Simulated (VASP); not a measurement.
Wanted: the native input for a VASP 6.6.1 run.

| Quantity | Value |
| --- | --- |
| Task | single point |
| Functional | PBE |
| Potentials or basis | VASP PAW PBE potentials, release 64 (Li_sv) |
| Cutoff | 520 eV |
| k mesh | 12 × 12 × 8 |
| Occupations | fermi-dirac, width 0.1 eV |
| Spin | no spin polarisation |
| Dipole correction | no |
| Further INCAR settings | ALGO = Normal; EDIFF = 1e-06; NBANDS = 10; ISYM = 0 |

The structure of Li lies in POSCAR:

```
Li
1.0
   -2.0547380846      1.6912937511      1.5115124172
    1.6912937511     -2.0547380846      1.5115124172
    3.8372343903      3.8372343903     -2.1771613797
Li
2
Direct
    0.9578182042      0.0421817958      1.0000000000
    0.7921817958      0.2078182042      0.5000000000
```

One way to write it, as run:

INCAR

```
PREC = Accurate ; ENCUT = 520
EDIFF = 1E-6 ; ISMEAR = -1
SIGMA = 0.1 ; LREAL = F
LASPH = T ; NELM = 80
ALGO = Normal ; ISIF = 2
LWAVE = F ; LCHARG = F
GGA = PE ; ISYM = 0
NBANDS = 10
```

KPOINTS

```
regular mesh
0
Gamma
  12 12 8
```

Potentials or basis: VASP PAW PBE potentials, release 64 (Li_sv).

Command:

```bash
$ cat potpaw_PBE.64/Li_sv/POTCAR > POTCAR
$ mpirun -np 1 vasp_std > vasp.out
```

It gave:

The band gap on the k mesh is zero (band 3 reaches 2.78 eV, above the bottom of band 4 at -1.81 eV).

Wall time 2.7 min on 1 thread of AMD EPYC 7R43 64-Core Processor (Zen 3) (shared host), peak memory 0.26 GiB.
